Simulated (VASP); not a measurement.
## PbO: relaxation of cell and atoms with PBE

Crystal: PbO.

```
Pb O
1.0
     4.03438    0.00000    0.00000
     0.00000    4.03438    0.00000
     0.00000    0.00000    4.99322
Pb O
2 2
Direct
  0.00000 0.50000 0.23775
  0.50000 0.00000 0.76225
  0.00000 0.00000 0.00000
  0.50000 0.50000 0.00000
```

```yaml
Program: VASP 6.6.1
Task: relaxation of cell and atoms
Functional: PBE
Potentials_or_basis: VASP PAW PBE potentials, release 64 (Pb_d, O)
Cutoff: 600 eV
k_mesh: 8 × 8 × 6
Occupations: gaussian, width 0.02 eV
Spin: no spin polarisation
Dipole_correction: no
Further_INCAR_settings: ALGO = Normal; EDIFF = 1e-07; IBRION = 2; EDIFFG = -0.005; NSW = 70; ISIF = 3
```

* Relaxed volume: 22.67 Å³/atom
* Relaxed cell: a = 4.057 Å, b = 4.057 Å, c = 5.509 Å, α = 90.00°, β = 90.00°, γ = 90.00°
* Space group after relaxing (to 0.1 Å): P4/nmm (No. 129)
* Energy gained by relaxing: 10.9 meV/atom
* Ionic steps: 21
* Pressure after relaxing: 0.0 GPa
* Band gap on the k mesh: 1.73 eV (least direct gap 1.95 eV)

Step by step:
| step | energy change (eV) | largest force (eV/Å) | pressure (GPa) | volume (Å³) |
| --- | --- | --- | --- | --- |
| 1 | 0.0000 | 0.0209 | 1.86 | 81.27 |
| 2 | -0.0085 | 0.4039 | -0.76 | 84.08 |
| 3 | -0.0108 | 0.2725 | 0.03 | 83.17 |
| 4 | -0.0168 | 0.1920 | 0.03 | 83.82 |
| 5 | -0.0243 | 0.0293 | 0.08 | 85.69 |
| 6 | -0.0300 | 0.0040 | -0.03 | 86.45 |
| 7 | -0.0404 | 0.0698 | -0.24 | 88.70 |
| 8 | -0.0364 | 0.2083 | -0.41 | 93.03 |
| 9 | -0.0430 | 0.0865 | -0.24 | 90.12 |
| 10 | -0.0377 | 0.2513 | 1.23 | 89.57 |
| 11 | -0.0435 | 0.0119 | 0.08 | 90.00 |
| 12 | -0.0436 | 0.0045 | 0.06 | 90.30 |
| 13 | -0.0436 | 0.0139 | 0.05 | 90.48 |
| 14 | -0.0435 | 0.0459 | -0.22 | 90.88 |
| 15 | -0.0437 | 0.0032 | -0.03 | 90.59 |
| 16 | -0.0437 | 0.0076 | -0.01 | 90.62 |
| 17 | -0.0437 | 0.0103 | 0.00 | 90.63 |
| 18 | -0.0437 | 0.0100 | 0.00 | 90.63 |
| 19 | -0.0437 | 0.0102 | 0.07 | 90.62 |
| 20 | -0.0437 | 0.0007 | 0.03 | 90.62 |
| 21 | -0.0437 | 0.0013 | 0.03 | 90.68 |

Final structure:
```cif
data_structure
_symmetry_space_group_name_H-M 'P 1'
_symmetry_Int_Tables_number 1
_cell_length_a 4.0573
_cell_length_b 4.0573
_cell_length_c 5.5087
_cell_angle_alpha 90.000
_cell_angle_beta 90.000
_cell_angle_gamma 90.000
_cell_volume 90.68
loop_
_atom_site_label
_atom_site_type_symbol
_atom_site_fract_x
_atom_site_fract_y
_atom_site_fract_z
_atom_site_occupancy
Pb1 Pb 0.00000 0.50000 0.21622 1
Pb2 Pb 0.50000 0.00000 0.78378 1
O1 O 0.00000 0.00000 0.00000 1
O2 O 0.50000 0.50000 0.00000 1
```

Levels at points of the mesh, in eV from the valence-band top:
```
           k point  band 18  band 19  band 20  band 21  band 22  band 23
(0.00, 0.00, 0.00)    -1.45    -1.45     0.00     1.95     4.61     5.91
(0.50, 0.00, 0.00)    -2.71    -1.33    -1.33     3.17     3.17     5.80
(0.50, 0.50, 0.00)    -1.57    -0.84    -0.84     1.73     1.73     5.24
(0.00, 0.00, 0.50)    -1.46    -1.46    -0.75     1.82     4.28     4.46
(0.50, 0.00, 0.50)    -2.69    -0.88    -0.88     2.90     2.90     6.42
(0.50, 0.50, 0.50)    -1.88    -0.84    -0.84     3.70     3.70     4.07
```

Wall time 18 min on 1 thread of Intel(R) Xeon(R) Platinum 8488C (Sapphire Rapids), with other jobs on the host, peak memory 0.28 GiB.

Caveat: spin-orbit coupling is left out, which moves the levels of the heavy elements. PBE usually gives volumes a little too large and moduli too small.
